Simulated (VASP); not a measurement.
Wanted: the native input for a VASP 6.6.1 run.

```
Task                   : single point
Functional             : LDA
Potentials or basis    : VASP PAW LDA potentials, release 64 (Si, C)
Cutoff                 : 520 eV
k mesh                 : 6 × 6 × 2
Occupations            : gaussian, width 0.1 eV
Spin                   : no spin polarisation
Dipole correction      : no
Further INCAR settings : ALGO = Normal; EDIFF = 1e-06; NBANDS = 26
```

The structure of SiC lies in POSCAR:

```
SiC
1.0
    3.0756941500      0.0000000000      0.0000000000
   -1.5378470700      2.6636292700      0.0000000000
    0.0000000000      0.0000000000     10.0706464800
Si C
4 4
Direct
    0.6666666700      0.3333333300      0.9378419800
    0.3333333300      0.6666666700      0.4378419800
    0.0000000000      0.0000000000      0.6878943800
    0.0000000000      0.0000000000      0.1878943800
    0.6666666700      0.3333333300      0.7498025900
    0.3333333300      0.6666666700      0.2498025900
    0.0000000000      0.0000000000      0.5004600500
    0.0000000000      0.0000000000      0.0004600500
```

These files were run (other wordings do the same):

INCAR

```
  ALGO = Normal
  EDIFF = 1E-6
  ENCUT = 520
  ISIF = 2
  ISMEAR = 0
  LASPH = T
  LCHARG = T
  LELF = T
  LREAL = F
  LVHAR = T
  LWAVE = F
  NBANDS = 26
  NELM = 60
  PREC = Accurate
  SIGMA = 0.1
```

KPOINTS

```
k-points
0
Gamma
  6 6 2
```

Potentials or basis: VASP PAW LDA potentials, release 64 (Si, C).

Command:

```console
$ cat potpaw_LDA.64/Si/POTCAR potpaw_LDA.64/C/POTCAR > POTCAR
$ mpirun -np 1 vasp_std > vasp.out
```

Results of the run:

The pressure is -3.4 GPa and the largest force is 0.011 eV/Å. The band gap on the k mesh is 2.16 eV (least direct gap 3.29 eV).

Caveat: the cell stands under tension.

Wall time 11 s on 1 thread of Intel(R) Xeon(R) 6975P-C (Granite Rapids), on a shared host, peak memory 0.17 GiB.
